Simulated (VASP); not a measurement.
## TaTi5N6: single point with PBE

Crystal: TaTi5N6.

```xyz
12
Lattice="3.0318 0.0000 0.0000 0.0000 3.0318 0.0000 0.0000 0.0000 12.8123" Properties=species:S:1:pos:R:3 pbc="T T T"
Ti    0.0000    0.0000    0.0000
Ti    1.5159    1.5159    2.1153
Ti    0.0000    0.0000    4.1890
Ti    0.0000    0.0000    8.6233
Ti    1.5159    1.5159   10.6970
Ta    1.5159    1.5159    6.4062
N     0.0000    0.0000    2.1071
N     1.5159    1.5159    4.2342
N     0.0000    0.0000    6.4062
N     1.5159    1.5159    8.5781
N     0.0000    0.0000   10.7052
N     1.5159    1.5159    0.0000
```

| Property | Result |
| --- | --- |
| Program | VASP 6.6.1 |
| Task | single point |
| Functional | PBE |
| Potentials or basis | VASP PAW PBE potentials, release 64 (Ti_sv, Ta_pv, N) |
| Cutoff | 520 eV |
| k mesh | 6 × 6 × 2 |
| Occupations | gaussian, width 0.1 eV |
| Spin | collinear spin |
| Starting moments | [1.0, 1.0, 1.0, 1.0, 1.0, 1.0, 0.0, 0.0, 0.0, 0.0, 0.0, 0.0] μB |
| Dipole correction | no |
| Further INCAR settings | ALGO = Normal; EDIFF = 1e-07; NBANDS = 66 |

The pressure is 0.5 GPa. The largest force is 0.073 eV/Å. The net moment is 0.00 μB per cell and the valence electrons inside the program's atomic spheres are Ti 10.35, 10.37 (each value once); Ta 8.98; N 3.75, 3.79, 3.74 (each value once).

Forces in eV/Å, atoms in the order of the input:
```
Ti   0.000  0.000  0.000
Ti   0.000  0.000 -0.031
Ti   0.000  0.000 -0.020
Ti   0.000  0.000  0.020
Ti   0.000  0.000  0.031
Ta   0.000  0.000  0.000
N    0.000  0.000  0.026
N    0.000  0.000 -0.073
N    0.000  0.000  0.000
N    0.000  0.000  0.073
N    0.000  0.000 -0.026
N    0.000  0.000  0.000
```

Stress tensor (GPa, compression positive):
```
0.27 0.00 0.00
0.00 0.27 0.00
0.00 0.00 0.89
```

Levels at points of the mesh, in eV from the Fermi level:
Spin up:
```tsv
k point	band 48	band 49	band 50	band 51	band 52	band 53	band 54	band 55
(0.00, 0.00, 0.00)	-2.30	-2.26	-2.26	-1.66	-1.24	-0.75	-0.75	-0.60
(0.50, 0.00, 0.00)	0.84	0.96	1.36	1.42	1.43	1.46	1.49	1.52
(0.50, 0.50, 0.00)	-3.29	-3.28	-0.62	-0.62	-0.47	-0.47	1.61	1.74
(0.00, 0.00, 0.50)	-2.55	-2.55	-2.31	-1.95	-1.00	-0.69	-0.17	-0.17
(0.50, 0.00, 0.50)	1.03	1.03	1.13	1.21	1.23	1.23	1.28	1.38
(0.50, 0.50, 0.50)	-2.08	-2.08	-2.00	-2.00	0.86	0.86	0.87	0.87
```
Spin down:
```tsv
k point	band 47	band 48	band 49	band 50	band 51	band 52	band 53	band 54	band 55	band 56
(0.00, 0.00, 0.00)	-2.54	-2.30	-2.26	-2.26	-1.66	-1.24	-0.75	-0.75	-0.60	0.54
(0.50, 0.00, 0.00)	-4.97	0.84	0.96	1.36	1.42	1.43	1.46	1.49	1.52	1.53
(0.50, 0.50, 0.00)	-3.29	-3.29	-3.28	-0.62	-0.62	-0.47	-0.47	1.61	1.74	1.87
(0.00, 0.00, 0.50)	-2.78	-2.55	-2.55	-2.31	-1.95	-1.00	-0.69	-0.17	-0.17	-0.09
(0.50, 0.00, 0.50)	-5.01	1.03	1.03	1.13	1.21	1.23	1.23	1.28	1.38	1.63
(0.50, 0.50, 0.50)	-3.83	-2.08	-2.08	-2.00	-2.00	0.86	0.86	0.87	0.87	2.02
```

Run time: 6.6 min on 1 thread of Intel(R) Xeon(R) Platinum 8488C (Sapphire Rapids) (shared host), peak memory 0.4 GiB.

Caveat: spin-orbit coupling is left out, which moves the levels of the heavy elements.
